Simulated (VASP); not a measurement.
Write the native input for VASP 6.6.1 that does the following.

```
Task                   : electric field gradients
Functional             : PBEsol
Potentials or basis    : VASP PAW PBE potentials, release 64 (Pb_d)
Cutoff                 : 400 eV
k mesh                 : 18 × 18 × 18
Occupations            : fermi-dirac, width 0.08 eV
Spin                   : no spin polarisation
Dipole correction      : no
Further INCAR settings : ALGO = Normal; EDIFF = 1e-08; NBANDS = 13
```

The structure of Pb lies in POSCAR:

```
Pb
1.0
   -1.9796595667      1.9796595667      1.9796595667
    1.9796595667     -1.9796595667      1.9796595667
    1.9796595667      1.9796595667     -1.9796595667
Pb
1
Direct
    0.0000000000      0.0000000000      0.0000000000
```

This isn't the form of Pb at room conditions, which is fcc.

The input as run:

INCAR

```
SYSTEM = Pb
PREC = Accurate ; ENCUT = 400
EDIFF = 1E-8 ; ISMEAR = -1
SIGMA = 0.08 ; LREAL = .False.
LASPH = .True. ; NELM = 120
ALGO = Normal ; ISIF = 2
LWAVE = .False. ; LCHARG = .False.
GGA = PS ; LEFG = .True.
NBANDS = 13 ; GGA_COMPAT = .False.
```

KPOINTS

```
regular mesh
0
Gamma
  18 18 18
  0 0 0
```

Potentials or basis: VASP PAW PBE potentials, release 64 (Pb_d).

The run is started by

```sh
$ cat potpaw_PBE.64/Pb_d/POTCAR > POTCAR
$ mpirun -np 1 vasp_std > vasp.out
```

It gave:

```yaml
Pressure: -1.6 GPa
Band_gap_on_the_k_mesh: zero (bands 7 and 8 overlap by 9.45 eV)
Largest_electric_field_gradient_by_atom: under 0.05 V/Å² on every atom
```

Caveat: the PAW data sets were made with another functional, which shifts forces and pressure a little; spin-orbit coupling is left out, which moves the levels of the heavy elements.

Wall time 30 s on 1 thread of Intel Xeon 8259CL (shared host), peak memory 0.17 GiB.
